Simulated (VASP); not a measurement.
# NaH (Fm-3m) in VASP: a series of runs

The runs below take NaH through single point, with PBE.

All numbers are computed with VASP 6.6.1; they aren't measurements. Logs are shortened: lines on timing, memory, paths and dates and some standing lists are left out, and cuts for length are marked.

## 1. The cell of the first run

The structure is cubic, space group Fm-3m (No. 225). Conventional cell: a = 4.880 Å, b = 4.880 Å, c = 4.880 Å, α = 90.00°, β = 90.00°, γ = 90.00°. Within 3.2 Å of Na (site symmetry m-3m) lie 6 H at 2.44 Å. H (site symmetry m-3m) has 6 Na at 2.44 Å within 3.2 Å.

## 2. Single point, PBE

INCAR

```
SYSTEM = NaH
PREC     = Accurate       ! precision mode
ENCUT    = 520            ! plane-wave cutoff, eV
EDIFF    = 1E-6           ! SCF threshold, eV
ISMEAR   = 0              ! smearing method
SIGMA    = 0.01           ! smearing width, eV
LREAL    = .False.        ! projectors in reciprocal space
LASPH    = .True.         ! aspherical terms in the spheres
NELM     = 60             ! most SCF steps
ALGO     = Normal         ! electronic algorithm
ISIF     = 2              ! what is computed and relaxed
LWAVE    = .False.        ! write WAVECAR
LCHARG   = .True.         ! write CHGCAR
GGA      = PE             ! functional
LELF     = .True.         ! ELF
LVHAR    = .True.       
NBANDS   = 11             ! bands
```

KPOINTS

```
Automatic mesh
0
Gamma
  8 8 8
  0 0 0
```

POSCAR

```
NaH
1.0
    0.0000000000      2.4400000000      2.4400000000
    2.4400000000      0.0000000000      2.4400000000
    2.4400000000      2.4400000000      0.0000000000
Na H
1 1
Direct
    0.0000000000      0.0000000000      0.0000000000
    0.5000000000      0.5000000000      0.5000000000
```

Potentials or basis: VASP PAW PBE potentials, release 64 (Na_pv, H).

The run is started by

```bash
cat potpaw_PBE.64/Na_pv/POTCAR potpaw_PBE.64/H/POTCAR > POTCAR
mpirun -np 1 vasp_std > vasp.out
```

OUTCAR:

```text
SYSTEM = NaH
   PREC = Accurate
   ENCUT = 520
   EDIFF = 1E-6
   ISMEAR = 0
   LREAL = .False.
   LASPH = .True.
   NELM = 60
   ISIF = 2
   GGA = PE

 ion  position               nearest neighbor table
   1  0.000  0.000  0.000-
   2  0.500  0.500  0.500-

  LATTYP: Found a face centered cubic cell.
 ALAT       =     4.8800000000

  Lattice vectors:

 A1 = (   0.0000000000,   2.4400000000,   2.4400000000)
 A2 = (   2.4400000000,   0.0000000000,   2.4400000000)
 A3 = (   2.4400000000,   2.4400000000,   0.0000000000)

Analysis of symmetry for initial positions (statically):
=====================================================================
 Subroutine PRICEL returns:
 Original cell was already a primitive cell.

 Routine SETGRP: Setting up the symmetry group for a
 face centered cubic supercell.

 Subroutine GETGRP returns: Found 48 space group operations
 (whereof 48 operations were pure point group operations)
 out of a pool of 48 trial point group operations.

The static configuration has the point symmetry O_h .

Analysis of symmetry for dynamics (positions and initial velocities):
=====================================================================
 Subroutine PRICEL returns:
 Original cell was already a primitive cell.

 Routine SETGRP: Setting up the symmetry group for a
 face centered cubic supercell.

 Subroutine GETGRP returns: Found 48 space group operations
 (whereof 48 operations were pure point group operations)
 out of a pool of 48 trial point group operations.

The dynamic configuration has the point symmetry O_h .

 Subroutine INISYM returns: Found 48 space group operations
 (whereof 48 operations are pure point group operations),
 and found     1 'primitive' translations

----------------------------------------------------------------------------------------

                                     Primitive cell

  volume of cell :      29.0536

  direct lattice vectors                    reciprocal lattice vectors
     0.000000000  2.440000000  2.440000000    -0.204918033  0.204918033  0.204918033
     2.440000000  0.000000000  2.440000000     0.204918033 -0.204918033  0.204918033
     2.440000000  2.440000000  0.000000000     0.204918033  0.204918033 -0.204918033

  length of vectors
     3.450681092  3.450681092  3.450681092     0.354928444  0.354928444  0.354928444

  position of ions in fractional coordinates (direct lattice)
     0.000000000  0.000000000  0.000000000
     0.500000000  0.500000000  0.500000000

  ion indices of the primitive-cell ions
[... 79 lines left out ...]
   IBRION =     -1    ionic relax: 0-MD 1-quasi-New 2-CG
   NFREE  =      0    steps in history (QN), initial steepest desc. (CG)
   ISIF   =      2    stress and relaxation
   ISYM   =      2    0-nonsym 1-usesym 2-fastsym
   POTIM  = 0.5000    time-step for ionic-motion
   TEBEG  =    0.0;   TEEND  =   0.0 temperature during run
   PSTRESS=    0.0 pullay stress
   NELECT =       8.0000    total number of electrons
   NUPDOWN=      -1.0000    fix difference up-down
   EMIN   =  10.00;   EMAX   =-10.00  energy-range for DOS
   EFERMI =   0.00;   METHOD = LEGACY
   ISMEAR =     0;   SIGMA  =   0.01  broadening in eV -4-tet -1-fermi 0-gaus
   EFERMI_NEDOS =   21; number of points for ismear=-14 and -15
   IALGO  =     38    algorithm
   IMIX   =      4    mixing-type and parameters
     AMIX     =   0.40;   BMIX     =  1.00
     AMIX_MAG =   1.60;   BMIX_MAG =  1.00
  volume/ion in A,a.u.               =      14.53        98.03
  Fermi-wavevector in a.u.,A,eV,Ry     =   1.065054  2.012660 15.433636  1.134340
  Thomas-Fermi vector in A             =   2.200593
   LORBIT       =      0    0 simple, 1 ext, 2 COOP (PROOUT), +10 PAW based schemes
   GGA     = PE    functional components
   LHFCALC =     F    Hartree Fock is set to
   AEXX    =    0.0000 exact exchange contribution
   IVDW    =     0    specifies the selected vdW correction
   LEPSILON=     F    determine dielectric tensor
   LRPA    =     F    only Hartree local field effects (RPA)
 non-spin polarized calculation
 Gauss-broadening in eV      SIGMA  =   0.01
  energy-cutoff  :      520.00
  volume of cell :       29.05
 maximum number of plane-waves:       817
 NGX is ok and might be reduce to    28
   NGX = 13   NGY = 13   NGZ = 13

 number of electron       8.0000008 magnetization

 Free energy of the ion-electron system (eV)
  ---------------------------------------------------
  ext. energy  EPLUGINS =         0.00000000
  ---------------------------------------------------
  free energy    TOTEN  =        -5.08604590 eV

  energy without entropy =       -5.08604590  energy(sigma->0) =       -5.08604590

 E-fermi :  -1.0951     XC(G=0):  -7.6723

 val. band max:       -1.2050647295   @ k =  -0.2500   0.5000   0.2500
 cond. band min:       2.5067251537   @ k =   0.5000   0.0000   0.0000
 fundamental gap:      3.7117898832
 Fermi energy:        -1.0950655058

 k-point     1 :       0.0000    0.0000    0.0000
  band No.  band energies     occupation
      1     -23.3597      2.00000
      2     -23.3597      2.00000
      3     -23.3597      2.00000
      4      -4.7405      2.00000
      5       8.9584      0.00000
      6      14.1803      0.00000
      7      14.1803      0.00000
      8      14.1803      0.00000
      9      14.9678      0.00000
     10      14.9678      0.00000
     11      14.9678      0.00000
[... 309 lines left out ...]
 k-point    24 :      -0.3750    0.2500    0.1250
  band No.  band energies     occupation
      1     -23.4314      2.00000
      2     -23.3910      2.00000
      3     -23.3769      2.00000
      4      -1.6791      2.00000
      5       3.2766      0.00000
      6       6.5016      0.00000
      7       9.6202      0.00000
      8      13.4349      0.00000
      9      14.6729      0.00000
     10      17.8311      0.00000
     11      19.8948      0.00000

 [... further k-points ...]
[... 5 lines left out ...]
  --------------------------------------------------------------------------------------
  -------------------------------------------------------------------------------------
  Total       -0.1241805     -0.1241805     -0.1241805     -0.0000000      0.0000000     -0.0000000
  in kB       -6.8480143     -6.8480143     -6.8480143     -0.0000000      0.0000000     -0.0000000
  external PRESSURE =      -6.8480143 kB  Pullay stress =       0.0000000 kB

 VOLUME and BASIS-vectors are now :
 -----------------------------------------------------------------------------
  energy-cutoff  :      520.00
  volume of cell :       29.05
      direct lattice vectors                 reciprocal lattice vectors
     0.000000000  2.440000000  2.440000000    -0.204918033  0.204918033  0.204918033
     2.440000000  0.000000000  2.440000000     0.204918033 -0.204918033  0.204918033
     2.440000000  2.440000000  0.000000000     0.204918033  0.204918033 -0.204918033

 POSITION                                       TOTAL-FORCE (eV/Angst)
 -----------------------------------------------------------------------------------
      0.00000      0.00000      0.00000        -0.000000     -0.000000     -0.000000
      2.44000      2.44000      2.44000         0.000000      0.000000      0.000000
 -----------------------------------------------------------------------------------
    total drift:                               -0.000000     -0.000000     -0.000000

  FREE ENERGIE OF THE ION-ELECTRON SYSTEM (eV)
  ---------------------------------------------------
  free  energy   TOTEN  =        -5.0860458979 eV

  energy  without entropy=       -5.0860458979  energy(sigma->0) =       -5.08604590
```

OSZICAR:

```text
N       E                     dE             d eps       ncg     rms          rms(c)
DAV:   1     0.407514801608E+02    0.40751E+02   -0.46131E+03   641   0.744E+02
DAV:   2    -0.406980315756E+01   -0.44821E+02   -0.44251E+02   650   0.199E+02
DAV:   3    -0.550108773801E+01   -0.14313E+01   -0.14288E+01   792   0.350E+01
DAV:   4    -0.551119005163E+01   -0.10102E-01   -0.10102E-01   735   0.296E+00
DAV:   5    -0.551127833275E+01   -0.88281E-04   -0.88280E-04   760   0.289E-01    0.317E+00
DAV:   6    -0.517163791657E+01    0.33964E+00   -0.33300E-01   735   0.272E+00    0.146E+00
DAV:   7    -0.508119225468E+01    0.90446E-01   -0.32319E-01   713   0.210E+00    0.355E-01
DAV:   8    -0.508614480342E+01   -0.49525E-02   -0.10346E-02   707   0.940E-01    0.696E-02
DAV:   9    -0.508605643342E+01    0.88370E-04   -0.12084E-03   751   0.358E-01    0.230E-02
DAV:  10    -0.508604274194E+01    0.13691E-04   -0.65074E-05   735   0.506E-02    0.441E-03
DAV:  11    -0.508604616011E+01   -0.34182E-05   -0.62975E-06   698   0.112E-02    0.316E-03
DAV:  12    -0.508604589794E+01    0.26217E-06   -0.22680E-07   445   0.324E-03
   1 F= -.50860459E+01 E0= -.50860459E+01  d E =-.186817E-56
```

stdout:

```text
POSCAR found type information on POSCAR NaH
 POSCAR found :  2 types and       2 ions
 scaLAPACK will be used
 LDA part: xc-table for (Slater+PW92), standard interpolation
 POSCAR, INCAR and KPOINTS ok, starting setup
 FFT: planning ... GRIDC
 FFT: planning ... GRID_SOFT
 FFT: planning ... GRID
 WAVECAR not read
 entering main loop
```

Run time: 17 s. Hardware: 1 thread of Intel Xeon 8259CL, shared host; peak memory 0.15 GiB.

What came out:

- Free energy: -5.0860 eV
- Pressure: -0.7 GPa
- Band gap on the k mesh: 3.71 eV, indirect (least direct gap 4.55 eV)

A k mesh can miss the band edges. PBE gaps usually lie below the measured ones, often by a third to a half.

## 3. Single point, PBE

This run uses another cell than the first one, of 14.91 Å³/atom, 1.027 times its volume.

INCAR

```
PREC = Accurate
ENCUT = 520
EDIFF = 1E-7
ISMEAR = 0
SIGMA = 0.01
LREAL = F
LASPH = T
NELM = 100
ALGO = Normal
ISIF = 2
LWAVE = F
LCHARG = T
GGA = PE
LELF = T
LVHAR = T
NBANDS = 11
```

KPOINTS

```
Automatic mesh
0
Gamma
  8 8 8
```

POSCAR

```
NaH
1.0
    0.0000000000      2.4614989051      2.4614989051
    2.4614989051      0.0000000000      2.4614989051
    2.4614989051      2.4614989051      0.0000000000
Na H
1 1
Direct
    0.0000000000      0.0000000000      0.0000000000
    0.5000000000      0.5000000000      0.5000000000
```

Potentials or basis: VASP PAW PBE potentials, release 64 (Na_pv, H).

The run is started by

```bash
cat potpaw_PBE.64/Na_pv/POTCAR potpaw_PBE.64/H/POTCAR > POTCAR
mpirun -np 1 vasp_std > vasp.out
```

OUTCAR:

```text
PREC = Accurate
   ENCUT = 520
   EDIFF = 1E-7
   ISMEAR = 0
   LREAL = F
   LASPH = T
   NELM = 100
   ISIF = 2
   GGA = PE

 ion  position               nearest neighbor table
   1  0.000  0.000  0.000-
   2  0.500  0.500  0.500-

  LATTYP: Found a face centered cubic cell.
 ALAT       =     4.9229978102

  Lattice vectors:

 A1 = (   0.0000000000,   2.4614989051,   2.4614989051)
 A2 = (   2.4614989051,   0.0000000000,   2.4614989051)
 A3 = (   2.4614989051,   2.4614989051,   0.0000000000)

Analysis of symmetry for initial positions (statically):
=====================================================================
 Subroutine PRICEL returns:
 Original cell was already a primitive cell.

 Routine SETGRP: Setting up the symmetry group for a
 face centered cubic supercell.

 Subroutine GETGRP returns: Found 48 space group operations
 (whereof 48 operations were pure point group operations)
 out of a pool of 48 trial point group operations.

The static configuration has the point symmetry O_h .

Analysis of symmetry for dynamics (positions and initial velocities):
[... 162 lines left out ...]
 val. band max:       -1.2842066660   @ k =  -0.2500   0.5000   0.2500
 cond. band min:       2.3845301327   @ k =   0.5000   0.0000   0.0000
 fundamental gap:      3.6687367987
 Fermi energy:        -1.1949433243

 k-point     1 :       0.0000    0.0000    0.0000
  band No.  band energies     occupation
      1     -23.4870      2.00000
      2     -23.4870      2.00000
      3     -23.4870      2.00000
      4      -4.7474      2.00000
      5       8.6546      0.00000
      6      13.9088      0.00000
      7      13.9088      0.00000
      8      13.9088      0.00000
      9      14.6347      0.00000
     10      14.6347      0.00000
     11      14.6347      0.00000
[... 309 lines left out ...]
 k-point    24 :      -0.3750    0.2500    0.1250
  band No.  band energies     occupation
      1     -23.5524      2.00000
      2     -23.5157      2.00000
      3     -23.5027      2.00000
      4      -1.7502      2.00000
      5       3.1422      0.00000
      6       6.3227      0.00000
      7       9.3719      0.00000
      8      13.1082      0.00000
      9      14.3554      0.00000
     10      17.4588      0.00000
     11      19.4901      0.00000

 [... further k-points ...]
[... 5 lines left out ...]
  --------------------------------------------------------------------------------------
  -------------------------------------------------------------------------------------
  Total       -0.2257123     -0.2257123     -0.2257123      0.0000000     -0.0000000      0.0000000
  in kB      -12.1237492    -12.1237492    -12.1237492      0.0000000     -0.0000000      0.0000000
  external PRESSURE =     -12.1237492 kB  Pullay stress =       0.0000000 kB

 VOLUME and BASIS-vectors are now :
 -----------------------------------------------------------------------------
  energy-cutoff  :      520.00
  volume of cell :       29.83
      direct lattice vectors                 reciprocal lattice vectors
     0.000000000  2.461498905  2.461498905    -0.203128264  0.203128264  0.203128264
     2.461498905  0.000000000  2.461498905     0.203128264 -0.203128264  0.203128264
     2.461498905  2.461498905  0.000000000     0.203128264  0.203128264 -0.203128264

 POSITION                                       TOTAL-FORCE (eV/Angst)
 -----------------------------------------------------------------------------------
      0.00000      0.00000      0.00000         0.000000      0.000000      0.000000
      2.46150      2.46150      2.46150        -0.000000      0.000000     -0.000000
 -----------------------------------------------------------------------------------
    total drift:                               -0.000000     -0.000000     -0.000000

  FREE ENERGIE OF THE ION-ELECTRON SYSTEM (eV)
  ---------------------------------------------------
  free  energy   TOTEN  =        -5.0817467319 eV

  energy  without entropy=       -5.0817467319  energy(sigma->0) =       -5.08174673
```

OSZICAR:

```text
N       E                     dE             d eps       ncg     rms          rms(c)
DAV:   1     0.349333988491E+02    0.34933E+02   -0.46577E+03   650   0.742E+02
DAV:   2    -0.410212684459E+01   -0.39036E+02   -0.38311E+02   671   0.187E+02
DAV:   3    -0.549530011845E+01   -0.13932E+01   -0.13910E+01   757   0.333E+01
DAV:   4    -0.550543056709E+01   -0.10130E-01   -0.10129E-01   768   0.278E+00
DAV:   5    -0.550552591813E+01   -0.95351E-04   -0.95349E-04   730   0.285E-01    0.315E+00
DAV:   6    -0.516563178748E+01    0.33989E+00   -0.33976E-01   739   0.268E+00    0.144E+00
DAV:   7    -0.507670936260E+01    0.88922E-01   -0.32557E-01   707   0.207E+00    0.359E-01
DAV:   8    -0.508187149106E+01   -0.51621E-02   -0.10606E-02   707   0.928E-01    0.718E-02
DAV:   9    -0.508175564807E+01    0.11584E-03   -0.12738E-03   754   0.359E-01    0.229E-02
DAV:  10    -0.508174326582E+01    0.12382E-04   -0.68415E-05   741   0.513E-02    0.455E-03
DAV:  11    -0.508174699026E+01   -0.37244E-05   -0.66992E-06   698   0.114E-02    0.317E-03
DAV:  12    -0.508174672193E+01    0.26833E-06   -0.24569E-07   752   0.335E-03    0.277E-04
DAV:  13    -0.508174673194E+01   -0.10008E-07   -0.57559E-09   403   0.568E-04
   1 F= -.50817467E+01 E0= -.50817467E+01  d E =-.164424E-38
```

stdout:

```text
POSCAR found type information on POSCAR NaH
 POSCAR found :  2 types and       2 ions
 scaLAPACK will be used
 LDA part: xc-table for (Slater+PW92), standard interpolation
 POSCAR, INCAR and KPOINTS ok, starting setup
 FFT: planning ... GRIDC
 FFT: planning ... GRID_SOFT
 FFT: planning ... GRID
 WAVECAR not read
 entering main loop
```

It took 18 s on 1 thread of Intel Xeon 8259CL, shared host; peak memory 0.15 GiB.

What came out:

- Free energy: -5.0817 eV
- Pressure: -1.2 GPa
- Band gap on the k mesh: 3.67 eV, indirect (least direct gap 4.50 eV)

A k mesh can miss the band edges. Expect the measured gap to be larger: semilocal functionals such as PBE lack the derivative discontinuity.

## 4. Single point, PBE

This run uses another cell than the first one, of 15.30 Å³/atom, 1.053 times its volume.

INCAR

```
SYSTEM = NaH
ALGO = Normal
EDIFF = 1E-6
ENCUT = 520
GGA = PE
ISIF = 2
ISMEAR = 0
LASPH = .True.
LCHARG = .False.
LREAL = .False.
LWAVE = .False.
NBANDS = 11
NELM = 60
PREC = Accurate
SIGMA = 0.01
```

KPOINTS

```
k-points
0
Gamma
  8 8 8
  0 0 0
```

POSCAR

```
NaH
1.0
    0.0000000000      2.4826286846      2.4826286846
    2.4826286846      0.0000000000      2.4826286846
    2.4826286846      2.4826286846      0.0000000000
Na H
1 1
Direct
    0.0000000000      0.0000000000      0.0000000000
    0.5000000000      0.5000000000      0.5000000000
```

The run is started by

```bash
cat potpaw_PBE.64/Na_pv/POTCAR potpaw_PBE.64/H/POTCAR > POTCAR
mpirun -np 1 vasp_std > vasp.out
```

Wall time 14 s (1 thread of Intel Xeon 8259CL, shared host); peak memory 0.15 GiB.

It converged, with:

```
Free energy            : -5.0751 eV
Pressure               : -1.7 GPa
Band gap on the k mesh : 3.63 eV, indirect (least direct gap 4.44 eV)
```

Levels at points of the mesh, in eV from the valence-band top:
```csv
k point,band 1,band 2,band 3,band 4,band 5,band 6,band 7,band 8,band 9
"(0.00, 0.00, 0.00)",-22.25,-22.25,-22.25,-3.39,9.72,15.01,15.01,15.01,15.68
"(0.50, 0.00, 0.00)",-22.32,-22.26,-22.26,-0.81,3.63,10.24,12.89,12.89,15.52
"(0.50, 0.50, 0.00)",-22.31,-22.28,-22.28,-0.16,4.48,9.73,10.18,10.18,10.96
```

A k mesh can miss the band edges. Expect the measured gap to be larger: semilocal functionals such as PBE lack the derivative discontinuity.

## 5. Single point, PBE

This run uses another cell than the first one, of 15.69 Å³/atom, 1.080 times its volume.

INCAR

```
SYSTEM = NaH
ALGO = Normal
EDIFF = 1E-7
ENCUT = 520
GGA = PE
ISIF = 2
ISMEAR = 0
LASPH = .TRUE.
LCHARG = .FALSE.
LREAL = .FALSE.
LWAVE = .FALSE.
NBANDS = 11
NELM = 80
PREC = Accurate
SIGMA = 0.01
```

KPOINTS

```
k-points
0
G
  8 8 8
  0 0 0
```

POSCAR

```
NaH
1.0
    0.0000000000      2.5034047859      2.5034047859
    2.5034047859      0.0000000000      2.5034047859
    2.5034047859      2.5034047859      0.0000000000
Na H
1 1
Direct
    0.0000000000      0.0000000000      0.0000000000
    0.5000000000      0.5000000000      0.5000000000
```

The run is started by

```bash
cat potpaw_PBE.64/Na_pv/POTCAR potpaw_PBE.64/H/POTCAR > POTCAR
mpirun -np 1 vasp_std > vasp.out
```

It took 17 s on 1 thread of Intel Xeon 8259CL, shared host; peak memory 0.15 GiB.

The run converged. Its results:

```
Free energy            : -5.0663 eV
Pressure               : -2.1 GPa
Band gap on the k mesh : 3.59 eV, indirect (least direct gap 4.39 eV)
```

Levels at points of the mesh, in eV from the valence-band top:
```csv
k point,band 1,band 2,band 3,band 4,band 5,band 6,band 7,band 8,band 9
"(0.00, 0.00, 0.00)",-22.30,-22.30,-22.30,-3.33,9.52,14.83,14.83,14.83,15.44
"(0.50, 0.00, 0.00)",-22.36,-22.31,-22.31,-0.80,3.59,10.08,12.74,12.74,15.27
"(0.50, 0.50, 0.00)",-22.36,-22.32,-22.32,-0.15,4.44,9.64,10.04,10.04,10.72
```

A k mesh can miss the band edges. PBE gaps usually lie below the measured ones, often by a third to a half.

## 6. Overview

| cell | gap on the mesh (eV) | pressure (GPa) |
| --- | --- | --- |
| a = 3.451 Å, angles 60.0°, 2 atoms | 3.71 | -0.7 |
| a = 3.481 Å, angles 60.0°, 2 atoms | 3.67 | -1.2 |
| a = 3.511 Å, angles 60.0°, 2 atoms | 3.63 | -1.7 |
| a = 3.540 Å, angles 60.0°, 2 atoms | 3.59 | -2.1 |

Alike in all rows: task single point; level PBE; potentials or basis VASP PAW PBE potentials, release 64 (Na_pv, H); no spin polarisation; k mesh 8 × 8 × 8; cutoff (eV) 520; smearing gaussian 0.01 eV.

Absolute energies hang on the potentials; compare differences alone.
